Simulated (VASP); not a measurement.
# TaAs (Fm-3m) in VASP: further runs, part 2 of 3

VASP 6.6.1. The steps go on from the part before.

### Step 3. Single point, PBEsol

This run uses another cell than the first one, of 17.64 Å³/atom, 1.022 times its volume.

INCAR

```
  PREC = Accurate
  ENCUT = 520
  EDIFF = 1E-6
  ISMEAR = 0
  SIGMA = 0.05
  LREAL = F
  LASPH = T
  NELM = 80
  ALGO = Normal
  ISIF = 2
  LWAVE = F
  LCHARG = F
  GGA = PS
  NBANDS = 15
```

KPOINTS

```
regular mesh
0
Gamma
  10 10 10
```

POSCAR

```
TaAs
1.0
    0.0000000000      2.6031519958      2.6031519958
    2.6031519958      0.0000000000      2.6031519958
    2.6031519958      2.6031519958      0.0000000000
Ta As
1 1
Direct
    0.5000000000      0.5000000000      0.5000000000
    0.0000000000      0.0000000000      0.0000000000
```

Potentials or basis: VASP PAW PBE potentials, release 64 (Ta_pv, As).

Command:

```sh
$ cat potpaw_PBE.64/Ta_pv/POTCAR potpaw_PBE.64/As/POTCAR > POTCAR
$ mpirun -np 1 vasp_std > vasp.out
```

OUTCAR:

```text
PREC = Accurate
   ENCUT = 520
   EDIFF = 1E-6
   ISMEAR = 0
   LREAL = F
   LASPH = T
   NELM = 80
   ISIF = 2
   GGA = PS

 ion  position               nearest neighbor table
   1  0.500  0.500  0.500-   2 2.60   2 2.60   2 2.60   2 2.60   2 2.60   2 2.60
   2  0.000  0.000  0.000-   1 2.60   1 2.60   1 2.60   1 2.60   1 2.60   1 2.60

  LATTYP: Found a face centered cubic cell.
 ALAT       =     5.2063039916

  Lattice vectors:

 A1 = (   0.0000000000,   2.6031519958,   2.6031519958)
 A2 = (   2.6031519958,   0.0000000000,   2.6031519958)
 A3 = (   2.6031519958,   2.6031519958,   0.0000000000)

Analysis of symmetry for initial positions (statically):
=====================================================================
 Subroutine PRICEL returns:
 Original cell was already a primitive cell.

 Routine SETGRP: Setting up the symmetry group for a
 face centered cubic supercell.

 Subroutine GETGRP returns: Found 48 space group operations
 (whereof 48 operations were pure point group operations)
 out of a pool of 48 trial point group operations.

The static configuration has the point symmetry O_h .

Analysis of symmetry for dynamics (positions and initial velocities):
=====================================================================
 Subroutine PRICEL returns:
 Original cell was already a primitive cell.

 Routine SETGRP: Setting up the symmetry group for a
 face centered cubic supercell.

 Subroutine GETGRP returns: Found 48 space group operations
 (whereof 48 operations were pure point group operations)
 out of a pool of 48 trial point group operations.

The dynamic configuration has the point symmetry O_h .

 Subroutine INISYM returns: Found 48 space group operations
 (whereof 48 operations are pure point group operations),
 and found     1 'primitive' translations

----------------------------------------------------------------------------------------

                                     Primitive cell

  volume of cell :      35.2800

  direct lattice vectors                    reciprocal lattice vectors
     0.000000000  2.603151996  2.603151996    -0.192074839  0.192074839  0.192074839
     2.603151996  0.000000000  2.603151996     0.192074839 -0.192074839  0.192074839
     2.603151996  2.603151996  0.000000000     0.192074839  0.192074839 -0.192074839

  length of vectors
     3.681412857  3.681412857  3.681412857     0.332683380  0.332683380  0.332683380

  position of ions in fractional coordinates (direct lattice)
     0.500000000  0.500000000  0.500000000
     0.000000000  0.000000000  0.000000000

  ion indices of the primitive-cell ions
   primitive index   ion index
                 1           1
                 2           2

----------------------------------------------------------------------------------------

 KPOINTS: regular mesh

Automatic generation of k-mesh.
 Grid dimensions read from file:
 generate k-points for:   10   10   10

 Generating k-lattice:

  Cartesian coordinates                     Fractional coordinates (reciprocal lattice)
    -0.019207484  0.019207484  0.019207484     0.100000000  0.000000000  0.000000000
     0.019207484 -0.019207484  0.019207484     0.000000000  0.100000000  0.000000000
     0.019207484  0.019207484 -0.019207484     0.000000000  0.000000000  0.100000000

  Length of vectors
     0.033268338  0.033268338  0.033268338

  Shift w.r.t. Gamma in fractional coordinates (k-lattice)
[... 36 lines left out ...]
   total plane-waves  NPLWV =  21952
   dimension x,y,z NGX =    28 NGY =   28 NGZ =   28
   dimension x,y,z NGXF=    56 NGYF=   56 NGZF=   56
   ions per type =               1   1
   NGX,Y,Z   is equivalent  to a cutoff of  12.64, 12.64, 12.64 a.u.
   NGXF,Y,Z  is equivalent  to a cutoff of  25.29, 25.29, 25.29 a.u.
 SYSTEM =  unknown system
   PREC   = accura    normal or accurate (medium, high low for compatibility)
   ISTART =      0    job   : 0-new  1-cont  2-samecut
   ICHARG =      2    charge: 1-file 2-atom 10-const
   ISPIN  =      1    spin polarized calculation?
   LNONCOLLINEAR =      F non collinear calculations
   LSORBIT =      F    spin-orbit coupling
   LASPH  =      T    aspherical Exc in radial PAW
   ENCUT  =  520.0 eV  38.22 Ry    6.18 a.u.   6.84  6.84  6.84*2*pi/ulx,y,z
   NELM   =     80;   NELMIN=  2; NELMDL= -5     # of ELM steps
   EDIFF  = 0.1E-05   stopping-criterion for ELM
   LREAL  =      F    real-space projection
   EDIFFG = 0.1E-04   stopping-criterion for IOM
   NSW    =      0    number of steps for IOM
   IBRION =     -1    ionic relax: 0-MD 1-quasi-New 2-CG
   NFREE  =      0    steps in history (QN), initial steepest desc. (CG)
   ISIF   =      2    stress and relaxation
   ISYM   =      2    0-nonsym 1-usesym 2-fastsym
   POTIM  = 0.5000    time-step for ionic-motion
   TEBEG  =    0.0;   TEEND  =   0.0 temperature during run
   PSTRESS=    0.0 pullay stress
   NELECT =      16.0000    total number of electrons
   NUPDOWN=      -1.0000    fix difference up-down
   EMIN   =  10.00;   EMAX   =-10.00  energy-range for DOS
   EFERMI =   0.00;   METHOD = LEGACY
   ISMEAR =     0;   SIGMA  =   0.05  broadening in eV -4-tet -1-fermi 0-gaus
   EFERMI_NEDOS =   21; number of points for ismear=-14 and -15
   IALGO  =     38    algorithm
   IMIX   =      4    mixing-type and parameters
     AMIX     =   0.40;   BMIX     =  1.00
     AMIX_MAG =   1.60;   BMIX_MAG =  1.00
  volume/ion in A,a.u.               =      17.64       119.04
  Fermi-wavevector in a.u.,A,eV,Ry     =   1.257782  2.376863 21.524621  1.582015
  Thomas-Fermi vector in A             =   2.391424
   LORBIT       =      0    0 simple, 1 ext, 2 COOP (PROOUT), +10 PAW based schemes
   GGA     = PS    functional components
   LHFCALC =     F    Hartree Fock is set to
   AEXX    =    0.0000 exact exchange contribution
   IVDW    =     0    specifies the selected vdW correction
   LEPSILON=     F    determine dielectric tensor
   LRPA    =     F    only Hartree local field effects (RPA)
 non-spin polarized calculation
 Gauss-broadening in eV      SIGMA  =   0.05
  energy-cutoff  :      520.00
  volume of cell :       35.28
 maximum number of plane-waves:       962
   NGX = 13   NGY = 13   NGZ = 13

 number of electron      16.0000000 magnetization

 Free energy of the ion-electron system (eV)
  ---------------------------------------------------
  ext. energy  EPLUGINS =         0.00000000
  ---------------------------------------------------
  free energy    TOTEN  =       -17.69137050 eV

  energy without entropy =      -17.69018105  energy(sigma->0) =      -17.69077577

 E-fermi :   7.3958     XC(G=0): -11.9247

 val. band max:        7.3713085291   @ k =  -0.3000   0.2000   0.0000
 cond. band min:       7.4249832282   @ k =  -0.3000   0.4000   0.2000
 fundamental gap:      0.0536746990
 Fermi energy:         7.3957699218

 k-point     1 :       0.0000    0.0000    0.0000
  band No.  band energies     occupation
      1     -28.0554      2.00000
      2     -28.0554      2.00000
      3     -28.0554      2.00000
      4      -7.0791      2.00000
      5       5.7055      2.00000
      6       5.7055      2.00000
      7       5.7055      2.00000
      8       6.4882      2.00000
      9       6.4882      2.00000
     10       6.9958      2.00000
     11       6.9958      2.00000
     12       6.9958      2.00000
     13      11.4228      0.00000
     14      14.6879      0.00000
[... 401 lines left out ...]
      2     -28.0991      2.00000
      3     -28.0949      2.00000
      4      -5.2454      2.00000
      5       1.2543      2.00000
      6       3.4401      2.00000
      7       4.3686      2.00000
      8       5.1866      2.00000
      9       7.8158      0.00000
     10       9.1110      0.00000
     11       9.5398      0.00000
     12      11.0568      0.00000
     13      11.7430      0.00000
     14      17.2058      0.00000
     15      18.3115      0.00000

 [... further k-points ...]

------------------------ aborting loop because EDIFF is reached ----------------------------------------

  FORCE on cell =-STRESS in cart. coord.  units (eV):
  Direction    XX          YY          ZZ          XY          YZ          ZX
  --------------------------------------------------------------------------------------
  -------------------------------------------------------------------------------------
  Total        0.0786099      0.0786099      0.0786099      0.0000000      0.0000000     -0.0000000
  in kB        3.5699266      3.5699266      3.5699266      0.0000000      0.0000000     -0.0000000
  external PRESSURE =       3.5699266 kB  Pullay stress =       0.0000000 kB

 VOLUME and BASIS-vectors are now :
 -----------------------------------------------------------------------------
  energy-cutoff  :      520.00
  volume of cell :       35.28
      direct lattice vectors                 reciprocal lattice vectors
     0.000000000  2.603151996  2.603151996    -0.192074839  0.192074839  0.192074839
     2.603151996  0.000000000  2.603151996     0.192074839 -0.192074839  0.192074839
     2.603151996  2.603151996  0.000000000     0.192074839  0.192074839 -0.192074839

 POSITION                                       TOTAL-FORCE (eV/Angst)
 -----------------------------------------------------------------------------------
      2.60315      2.60315      2.60315        -0.000000      0.000000      0.000000
      0.00000      0.00000      0.00000         0.000000     -0.000000     -0.000000
 -----------------------------------------------------------------------------------
    total drift:                                0.000000      0.000000      0.000000

  FREE ENERGIE OF THE ION-ELECTRON SYSTEM (eV)
  ---------------------------------------------------
  free  energy   TOTEN  =       -17.6913705044 eV

  energy  without entropy=      -17.6901810452  energy(sigma->0) =      -17.69077577
```

OSZICAR:

```text
N       E                     dE             d eps       ncg     rms          rms(c)
DAV:   1     0.844072329184E+02    0.84407E+02   -0.86425E+03  1410   0.104E+03
DAV:   2    -0.162405757092E+02   -0.10065E+03   -0.95184E+02  1760   0.262E+02
DAV:   3    -0.186740265234E+02   -0.24335E+01   -0.24073E+01  1746   0.355E+01
DAV:   4    -0.186867769094E+02   -0.12750E-01   -0.12748E-01  1683   0.286E+00
DAV:   5    -0.186868723673E+02   -0.95458E-04   -0.95457E-04  1732   0.236E-01    0.144E+01
DAV:   6    -0.177303611316E+02    0.95651E+00   -0.15155E+00  1585   0.106E+01    0.586E+00
DAV:   7    -0.177001981852E+02    0.30163E-01   -0.12113E-01  1704   0.253E+00    0.252E+00
DAV:   8    -0.176915046816E+02    0.86935E-02   -0.10032E-02  1515   0.593E-01    0.191E-01
DAV:   9    -0.176913785310E+02    0.12615E-03   -0.58835E-04  1578   0.160E-01    0.101E-01
DAV:  10    -0.176913739589E+02    0.45720E-05   -0.87478E-05  1746   0.902E-02    0.956E-03
DAV:  11    -0.176913713984E+02    0.25605E-05   -0.33036E-06  1627   0.179E-02    0.967E-03
DAV:  12    -0.176913705044E+02    0.89400E-06   -0.38880E-07   859   0.627E-03
   1 F= -.17691371E+02 E0= -.17690776E+02  d E =-.118946E-02
```

stdout:

```text
POSCAR found type information on POSCAR TaAs
 POSCAR found :  2 types and       2 ions
 scaLAPACK will be used
 -----------------------------------------------------------------------------
|                                                                             |
|                                                                             |
|     You enforced a specific xc type in the INCAR file but a different       |
|     I HOPE YOU KNOW WHAT YOU ARE DOING!                                     |
|                                                                             |
 -----------------------------------------------------------------------------

 LDA part: xc-table for (Slater+PW92), standard interpolation
 POSCAR, INCAR and KPOINTS ok, starting setup
 FFT: planning ... GRIDC
 FFT: planning ... GRID_SOFT
 FFT: planning ... GRID
 WAVECAR not read
 entering main loop
```

Run time: 18 s. Hardware: 1 thread of Intel Xeon Platinum 8488C (Sapphire Rapids), shared host; peak memory 0.17 GiB.

What came out:

```
Free energy            : -17.6914 eV
Pressure               : 0.4 GPa
Band gap on the k mesh : zero (band 8 reaches 8.28 eV, above the bottom of band 9 at 6.03 eV)
```

Caveat: the PAW data sets were made with another functional, which shifts forces and pressure a little; spin-orbit coupling is left out, which moves the levels of the heavy elements.

### Step 4. Single point, PBEsol (volume scaled by 1.020)

INCAR

```
SYSTEM = TaAs
ALGO = Normal
EDIFF = 1E-6
ENCUT = 520
GGA = PS
ISIF = 2
ISMEAR = 0
LASPH = .True.
LCHARG = .False.
LREAL = .False.
LWAVE = .False.
NBANDS = 15
NELM = 80
PREC = Accurate
SIGMA = 0.05
```

KPOINTS

```
k-points
0
Gamma
  10 10 10
  0 0 0
```

POSCAR

```
TaAs
1.0
    0.0000000000      2.6188667941      2.6188667941
    2.6188667941      0.0000000000      2.6188667941
    2.6188667941      2.6188667941      0.0000000000
Ta As
1 1
Direct
    0.5000000000      0.5000000000      0.5000000000
    0.0000000000      0.0000000000      0.0000000000
```

Potentials or basis: VASP PAW PBE potentials, release 64 (Ta_pv, As).

Command:

```sh
$ cat potpaw_PBE.64/Ta_pv/POTCAR potpaw_PBE.64/As/POTCAR > POTCAR
$ mpirun -np 1 vasp_std > vasp.out
```

OUTCAR:

```text
SYSTEM = TaAs
   EDIFF = 1E-6
   ENCUT = 520
   GGA = PS
   ISIF = 2
   ISMEAR = 0
   LASPH = .True.
   LREAL = .False.
   NELM = 80
   PREC = Accurate

 ion  position               nearest neighbor table
   1  0.500  0.500  0.500-   2 2.62   2 2.62   2 2.62   2 2.62   2 2.62   2 2.62
   2  0.000  0.000  0.000-   1 2.62   1 2.62   1 2.62   1 2.62   1 2.62   1 2.62

  LATTYP: Found a face centered cubic cell.
 ALAT       =     5.2377335882

  Lattice vectors:

 A1 = (   0.0000000000,   2.6188667941,   2.6188667941)
 A2 = (   2.6188667941,   0.0000000000,   2.6188667941)
 A3 = (   2.6188667941,   2.6188667941,   0.0000000000)

Analysis of symmetry for initial positions (statically):
=====================================================================
 Subroutine PRICEL returns:
 Original cell was already a primitive cell.

 Routine SETGRP: Setting up the symmetry group for a
 face centered cubic supercell.

 Subroutine GETGRP returns: Found 48 space group operations
 (whereof 48 operations were pure point group operations)
 out of a pool of 48 trial point group operations.

The static configuration has the point symmetry O_h .

Analysis of symmetry for dynamics (positions and initial velocities):
=====================================================================
 Subroutine PRICEL returns:
 Original cell was already a primitive cell.

 Routine SETGRP: Setting up the symmetry group for a
 face centered cubic supercell.

 Subroutine GETGRP returns: Found 48 space group operations
 (whereof 48 operations were pure point group operations)
 out of a pool of 48 trial point group operations.

The dynamic configuration has the point symmetry O_h .

 Subroutine INISYM returns: Found 48 space group operations
 (whereof 48 operations are pure point group operations),
 and found     1 'primitive' translations

----------------------------------------------------------------------------------------

                                     Primitive cell

[... 120 lines left out ...]
   LRPA    =     F    only Hartree local field effects (RPA)
 non-spin polarized calculation
 Gauss-broadening in eV      SIGMA  =   0.05
  energy-cutoff  :      520.00
  volume of cell :       35.92
 maximum number of plane-waves:       982
   NGX = 13   NGY = 13   NGZ = 13

 number of electron      15.9999999 magnetization

 Free energy of the ion-electron system (eV)
  ---------------------------------------------------
  ext. energy  EPLUGINS =         0.00000000
  ---------------------------------------------------
  free energy    TOTEN  =       -17.68682276 eV

  energy without entropy =      -17.68544773  energy(sigma->0) =      -17.68613525

 E-fermi :   7.2113     XC(G=0): -11.8378

 val. band max:        7.1941551565   @ k =  -0.3000   0.2000   0.0000
 cond. band min:       7.2319080810   @ k =  -0.3000   0.4000   0.2000
 fundamental gap:      0.0377529245
 Fermi energy:         7.2113390009

 k-point     1 :       0.0000    0.0000    0.0000
  band No.  band energies     occupation
      1     -28.2688      2.00000
      2     -28.2688      2.00000
      3     -28.2688      2.00000
      4      -7.1346      2.00000
      5       5.5687      2.00000
      6       5.5687      2.00000
      7       5.5687      2.00000
      8       6.3221      2.00000
      9       6.3221      2.00000
     10       6.7927      2.00000
     11       6.7927      2.00000
     12       6.7927      2.00000
     13      11.0396      0.00000
     14      14.5183      0.00000
[... 401 lines left out ...]
      2     -28.3092      2.00000
      3     -28.3054      2.00000
      4      -5.3448      2.00000
      5       1.1487      2.00000
      6       3.3286      2.00000
      7       4.2180      2.00000
      8       5.0382      2.00000
      9       7.6162      0.00000
     10       8.8668      0.00000
     11       9.2926      0.00000
     12      10.7420      0.00000
     13      11.4351      0.00000
     14      16.9016      0.00000
     15      18.0269      0.00000

 [... further k-points ...]

------------------------ aborting loop because EDIFF is reached ----------------------------------------

  FORCE on cell =-STRESS in cart. coord.  units (eV):
  Direction    XX          YY          ZZ          XY          YZ          ZX
  --------------------------------------------------------------------------------------
  -------------------------------------------------------------------------------------
  Total       -0.5870268     -0.5870268     -0.5870268      0.0000000     -0.0000000      0.0000000
  in kB      -26.1817272    -26.1817272    -26.1817272      0.0000000     -0.0000000      0.0000000
  external PRESSURE =     -26.1817272 kB  Pullay stress =       0.0000000 kB

 VOLUME and BASIS-vectors are now :
 -----------------------------------------------------------------------------
  energy-cutoff  :      520.00
  volume of cell :       35.92
      direct lattice vectors                 reciprocal lattice vectors
     0.000000000  2.618866794  2.618866794    -0.190922273  0.190922273  0.190922273
     2.618866794  0.000000000  2.618866794     0.190922273 -0.190922273  0.190922273
     2.618866794  2.618866794  0.000000000     0.190922273  0.190922273 -0.190922273

 POSITION                                       TOTAL-FORCE (eV/Angst)
 -----------------------------------------------------------------------------------
      2.61887      2.61887      2.61887         0.000000      0.000000      0.000000
      0.00000      0.00000      0.00000        -0.000000     -0.000000     -0.000000
 -----------------------------------------------------------------------------------
    total drift:                                0.000000      0.000000      0.000000

  FREE ENERGIE OF THE ION-ELECTRON SYSTEM (eV)
  ---------------------------------------------------
  free  energy   TOTEN  =       -17.6868227578 eV

  energy  without entropy=      -17.6854477341  energy(sigma->0) =      -17.68613525
```

OSZICAR:

```text
N       E                     dE             d eps       ncg     rms          rms(c)
DAV:   1     0.847210106856E+02    0.84721E+02   -0.85846E+03  1410   0.102E+03
DAV:   2    -0.163492849309E+02   -0.10107E+03   -0.95577E+02  1760   0.260E+02
DAV:   3    -0.186954991176E+02   -0.23462E+01   -0.23172E+01  1767   0.348E+01
DAV:   4    -0.187091759232E+02   -0.13677E-01   -0.13675E-01  1634   0.281E+00
DAV:   5    -0.187092780011E+02   -0.10208E-03   -0.10208E-03  1781   0.239E-01    0.139E+01
DAV:   6    -0.177244485802E+02    0.98483E+00   -0.15787E+00  1578   0.107E+01    0.557E+00
DAV:   7    -0.176957628914E+02    0.28686E-01   -0.12302E-01  1711   0.251E+00    0.243E+00
DAV:   8    -0.176869796277E+02    0.87833E-02   -0.10756E-02  1529   0.599E-01    0.194E-01
DAV:   9    -0.176868322543E+02    0.14737E-03   -0.65275E-04  1592   0.167E-01    0.102E-01
DAV:  10    -0.176868263682E+02    0.58861E-05   -0.99560E-05  1788   0.970E-02    0.105E-02
DAV:  11    -0.176868237079E+02    0.26603E-05   -0.37549E-06  1578   0.195E-02    0.994E-03
DAV:  12    -0.176868227578E+02    0.95014E-06   -0.46254E-07   901   0.675E-03
   1 F= -.17686823E+02 E0= -.17686135E+02  d E =-.137502E-02
```

Run time: 16 s. Hardware: 1 thread of Intel Xeon Platinum 8488C (Sapphire Rapids), shared host; peak memory 0.17 GiB.

What came out:

```
Free energy            : -17.6868 eV
Pressure               : -2.6 GPa
Band gap on the k mesh : zero (band 8 reaches 8.07 eV, above the bottom of band 9 at 5.88 eV)
```

Levels at points of the mesh, in eV from the Fermi level:
```
           k point  band 6  band 7  band 8  band 9  band 10  band 11
(0.00, 0.00, 0.00)   -1.64   -1.64   -0.89   -0.89    -0.42    -0.42
(0.50, 0.00, 0.00)   -4.73   -4.73    0.86    0.86     1.34     2.79
(0.50, 0.50, 0.00)   -3.62   -2.47   -2.47    0.24     1.03     1.68
```

Caveat: the cell differs from its parent crystal (volume scaled by 1.020); the PAW data sets were made with another functional, which shifts forces and pressure a little; spin-orbit coupling is left out, which moves the levels of the heavy elements.

(Part 2 of 3 ends here.)
